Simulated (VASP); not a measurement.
# Li3H3N2 (Pm) in VASP: single point with r2SCAN+rVV10

Aim: the single point of Li3H3N2 with r2SCAN+rVV10.

Program: VASP 6.6.1. These are calculated values, not measurements. Logs are shortened: lines on timing, memory, paths and dates and some standing lists are left out, and cuts for length are marked.

### 1 The cell of the first run

It takes space group Pm (No. 6, monoclinic). The conventional cell has a = 3.669 Å, b = 3.389 Å, c = 5.137 Å, α = 90.00°, β = 90.18°, γ = 90.00°. Li (site symmetry m) has 4 N at 2.07 to 2.21 Å and 5 Li at 2.32 to 2.55 Å and 4 H at 2.38 to 2.68 Å within 2.7 Å. Within 2.5 Å of Li (site symmetry m) lie 4 N at 1.92 to 2.27 Å and 3 H at 2.04 to 2.25 Å. Within 2.7 Å of Li (site symmetry m) lie 6 H at 2.05 to 2.59 Å and 3 N at 2.05 to 2.15 Å and 1 Li at 2.32 Å. H (site symmetry 1) has 1 N at 1.02 Å within 1.4 Å. Within 1.4 Å of H (site symmetry m) lie 1 N at 1.03 Å. N (site symmetry m) has 2 H at 1.02 Å within 1.4 Å. Within 1.4 Å of N (site symmetry m) lie 1 H at 1.03 Å.

### 2 Single point, r2SCAN+rVV10

Contents of POSCAR:

```
Li3H3N2
1.0
    3.6690760276      0.0000000000      0.0520779172
    0.0000000000      3.3891315853      0.0000000000
   -0.0893265122      0.0000000000      5.1365228525
Li H N
3 3 2
Direct
    0.4565597074      0.0000000000      0.7642851182
    0.9627966549      0.5000000000      0.6844262235
    0.6164643640      0.0000000000      0.3274316649
    0.0370247864      0.2322572759      0.0816788677
    0.3086241007      0.5000000000      0.3750712364
    0.0370247864      0.7677427241      0.0816788677
    0.9348047940      0.0000000000      0.9777583685
    0.4847008061      0.5000000000      0.5316706530
```

Contents of INCAR.step1:

```
PREC = Accurate
ENCUT = 520
ISMEAR = -1
SIGMA = 0.03
LREAL = F
LASPH = T
NELM = 60
NBANDS = 21
GGA = PE
ALGO = Normal
EDIFF = 1E-4
LWAVE = T
LCHARG = F
```

Contents of INCAR.step2:

```
PREC = Accurate
ENCUT = 520
EDIFF = 1E-6
ISMEAR = -1
SIGMA = 0.03
LREAL = F
LASPH = T
NELM = 60
ALGO = Normal
ISIF = 2
LWAVE = F
LCHARG = F
METAGGA = R2SCAN
LMIXTAU = T
LUSE_VDW = T
IVDW_NL = 2
BPARAM = 11.95
CPARAM = 0.0093
NBANDS = 21
ISTART = 1
```

Contents of KPOINTS:

```
Automatic mesh
0
Gamma
  6 8 4
```

Potentials or basis: VASP PAW PBE potentials, release 64 (Li_sv, H, N).

On the command line:

```sh
cat potpaw_PBE.64/Li_sv/POTCAR potpaw_PBE.64/H/POTCAR potpaw_PBE.64/N/POTCAR > POTCAR
cp INCAR.step1 INCAR
mpirun -np 1 vasp_std > vasp.out
cp INCAR.step2 INCAR
mpirun -np 1 vasp_std > vasp.out
```

OUTCAR:

```text
PREC = Accurate
   ENCUT = 520
   EDIFF = 1E-6
   ISMEAR = -1
   LREAL = F
   LASPH = T
   NELM = 60
   ISIF = 2
   METAGGA = R2SCAN
   IVDW_NL = 2
   BPARAM = 11.95
   ISTART = 1

 ion  position               nearest neighbor table
   1  0.457  0.000  0.764-   7 2.07   8 2.08   8 2.08   3 2.32   2 2.51   2 2.51   2 2.55   2 2.55

   2  0.963  0.500  0.684-   8 1.92   8 2.07   1 2.51   1 2.51   1 2.55   1 2.55
   3  0.616  0.000  0.327-   8 2.05   8 2.05   7 2.15   1 2.32
   4  0.037  0.232  0.082-   7 1.02
   5  0.309  0.500  0.375-   8 1.03
   6  0.037  0.768  0.082-   7 1.02
   7  0.935  0.000  0.978-   4 1.02   6 1.02   1 2.07   3 2.15
   8  0.485  0.500  0.532-   5 1.03   2 1.92   3 2.05   3 2.05   2 2.07   1 2.08   1 2.08

  LATTYP: Found a simple monoclinic cell.
 ALAT       =     3.6694455992
 B/A-ratio  =     0.9236086198
 C/A-ratio  =     1.4000206215
 COS(beta)  =    -0.0031959165

  Lattice vectors:

 A1 = (   3.6690760276,   0.0000000000,   0.0520779172)
 A2 = (   0.0000000000,   3.3891315853,   0.0000000000)
 A3 = (  -0.0893265122,   0.0000000000,   5.1365228525)

Analysis of symmetry for initial positions (statically):
=====================================================================
 Subroutine PRICEL returns:
 Original cell was already a primitive cell.

 Routine SETGRP: Setting up the symmetry group for a
 simple monoclinic supercell.

 Subroutine GETGRP returns: Found  2 space group operations
 (whereof  2 operations were pure point group operations)
 out of a pool of  4 trial point group operations.

The static configuration has the point symmetry C_1h.

Analysis of symmetry for dynamics (positions and initial velocities):
=====================================================================
 Subroutine PRICEL returns:
 Original cell was already a primitive cell.

 Routine SETGRP: Setting up the symmetry group for a
 simple monoclinic supercell.

 Subroutine GETGRP returns: Found  2 space group operations
 (whereof  2 operations were pure point group operations)
 out of a pool of  4 trial point group operations.

The dynamic configuration has the point symmetry C_1h.

 Subroutine INISYM returns: Found  2 space group operations
 (whereof  2 operations are pure point group operations),
 and found     1 'primitive' translations

----------------------------------------------------------------------------------------
[... 110 lines left out ...]
   NFREE  =      0    steps in history (QN), initial steepest desc. (CG)
   ISIF   =      2    stress and relaxation
   ISYM   =      2    0-nonsym 1-usesym 2-fastsym
   POTIM  = 0.5000    time-step for ionic-motion
   TEBEG  =    0.0;   TEEND  =   0.0 temperature during run
   PSTRESS=    0.0 pullay stress
   NELECT =      22.0000    total number of electrons
   NUPDOWN=      -1.0000    fix difference up-down
   EMIN   =  10.00;   EMAX   =-10.00  energy-range for DOS
   EFERMI =   0.00;   METHOD = LEGACY
   ISMEAR =    -1;   SIGMA  =   0.03  broadening in eV -4-tet -1-fermi 0-gaus
   EFERMI_NEDOS =   21; number of points for ismear=-14 and -15
   IALGO  =     38    algorithm
   IMIX   =      4    mixing-type and parameters
     AMIX     =   0.40;   BMIX     =  1.00
     AMIX_MAG =   1.60;   BMIX_MAG =  1.00
  volume/ion in A,a.u.               =       7.99        53.89
  Fermi-wavevector in a.u.,A,eV,Ry     =   1.147471  2.168407 17.914664  1.316691
  Thomas-Fermi vector in A             =   2.284151
   LORBIT       =      0    0 simple, 1 ext, 2 COOP (PROOUT), +10 PAW based schemes
   METAGGA = R2SCAN    functional components
   LHFCALC =     F    Hartree Fock is set to
   AEXX    =    0.0000 exact exchange contribution
   IVDW_NL    =     2    kernel type
   BPARAM     =11.9500
   IVDW    =     0    specifies the selected vdW correction
   LEPSILON=     F    determine dielectric tensor
   LRPA    =     F    only Hartree local field effects (RPA)
 non-spin polarized calculation
  energy-cutoff  :      520.00
  volume of cell :       63.89
 maximum number of plane-waves:      1737
   NGX = 13   NGY = 13   NGZ = 19

 number of electron      21.9999993 magnetization

 Free energy of the ion-electron system (eV)
  ---------------------------------------------------
  ext. energy  EPLUGINS =         0.00000000
  ---------------------------------------------------
  free energy    TOTEN  =       -39.77806284 eV

  energy without entropy =      -39.77806284  energy(sigma->0) =      -39.77806284

 E-fermi :   1.7975     XC(G=0):  -9.3604

 val. band max:        1.1262010119   @ k =   0.5000   0.0000   0.5000
 cond. band min:       3.5783560014   @ k =   0.0000   0.0000   0.0000
 fundamental gap:      2.4521549895
 Fermi energy:         1.7975193010

 k-point     1 :       0.0000    0.0000    0.0000
  band No.  band energies     occupation
      1     -44.5829      2.00000
      2     -44.5054      2.00000
      3     -43.9142      2.00000
      4     -16.2344      2.00000
      5     -13.1665      2.00000
      6      -5.3088      2.00000
[... 565 lines left out ...]
     20      14.8876      0.00000
     21      15.3530      0.00000

 [... further k-points ...]

------------------------ aborting loop because EDIFF is reached ----------------------------------------

  FORCE on cell =-STRESS in cart. coord.  units (eV):
  Direction    XX          YY          ZZ          XY          YZ          ZX
  --------------------------------------------------------------------------------------
  -------------------------------------------------------------------------------------
  Total       -0.1469276     -0.0641138     -0.0847304      0.0000000      0.0000000      0.1106596
  in kB       -3.6846174     -1.6078323     -2.1248512      0.0000000      0.0000000      2.7750976
  external PRESSURE =      -2.4724337 kB  Pullay stress =       0.0000000 kB

 VOLUME and BASIS-vectors are now :
 -----------------------------------------------------------------------------
  energy-cutoff  :      520.00
  volume of cell :       63.89
      direct lattice vectors                 reciprocal lattice vectors
     3.669076028  0.000000000  0.052077917     0.272480924  0.000000000  0.004738570
     0.000000000  3.389131585  0.000000000     0.000000000  0.295060836  0.000000000
    -0.089326512  0.000000000  5.136522852    -0.002762616  0.000000000  0.194636188

 POSITION                                       TOTAL-FORCE (eV/Angst)
 -----------------------------------------------------------------------------------
      1.60688      0.00000      3.94954        -0.005573      0.000000      0.073943
      3.47144      1.69457      3.56571         0.026378      0.000000      0.016298
      2.23261      0.00000      1.71396         0.033329      0.000000      0.018661
      0.12855      0.78715      0.42147         0.019041      0.088818      0.025870
      1.09886      1.69457      1.94263        -0.075235      0.000000     -0.102464
      0.12855      2.60198      0.42147         0.019041     -0.088818      0.025870
      3.34253      0.00000      5.07096        -0.067376      0.000000     -0.119323
      1.73091      1.69457      2.75618         0.050395      0.000000      0.061145
 -----------------------------------------------------------------------------------
    total drift:                                0.075174      0.000000      0.128504

  FREE ENERGIE OF THE ION-ELECTRON SYSTEM (eV)
  ---------------------------------------------------
  free  energy   TOTEN  =       -39.7780628404 eV

  energy  without entropy=      -39.7780628403  energy(sigma->0) =      -39.77806284
```

OSZICAR.step1:

```text
N       E                     dE             d eps       ncg     rms          rms(c)
DAV:   1     0.104663706472E+03    0.10466E+03   -0.97818E+03  2940   0.108E+03
DAV:   2    -0.267577158306E+02   -0.13142E+03   -0.12574E+03  3328   0.266E+02
DAV:   3    -0.422420472657E+02   -0.15484E+02   -0.15363E+02  5399   0.657E+01
DAV:   4    -0.427896169697E+02   -0.54757E+00   -0.54579E+00  4141   0.150E+01
DAV:   5    -0.428057857192E+02   -0.16169E-01   -0.16168E-01  4489   0.209E+00    0.127E+01
DAV:   6    -0.366552697872E+02    0.61505E+01   -0.18681E+01  3457   0.203E+01    0.464E+00
DAV:   7    -0.365735267551E+02    0.81743E-01   -0.12479E+00  3775   0.642E+00    0.361E+00
DAV:   8    -0.364781971954E+02    0.95330E-01   -0.45394E-01  3750   0.435E+00    0.124E+00
DAV:   9    -0.364571803309E+02    0.21017E-01   -0.75198E-02  3776   0.148E+00    0.529E-01
DAV:  10    -0.364588399729E+02   -0.16596E-02   -0.81358E-03  3550   0.533E-01    0.162E-01
DAV:  11    -0.364592317561E+02   -0.39178E-03   -0.18639E-03  3668   0.247E-01    0.115E-01
DAV:  12    -0.364591979402E+02    0.33816E-04   -0.27492E-04  3992   0.105E-01
   1 F= -.36459198E+02 E0= -.36459198E+02  d E =-.558855E-10
```

Wall time 4.7 min (1 thread of Intel Xeon Platinum 8488C (Sapphire Rapids), shared host); peak memory 0.35 GiB.

What came out:

```yaml
Free_energy: -39.7781 eV
Largest_force: 0.137 eV/Å
Band_gap_on_the_k_mesh: 2.45 eV, indirect (least direct gap 2.63 eV)
```

Forces on the atoms (eV/Å):
```
Li  -0.006  0.000  0.074
Li   0.026  0.000  0.016
Li   0.033  0.000  0.019
H    0.019  0.089  0.026
H   -0.075  0.000 -0.102
H    0.019 -0.089  0.026
N   -0.067  0.000 -0.119
N    0.050  0.000  0.061
```

Caveat: the cutoff is under 1.25 times the usual one of these potentials, so pressure, stress and relaxed cells hold a basis-set (Pulay) error; the PAW data sets were made with another functional, which shifts forces and pressure a little. A k mesh can miss the band edges.
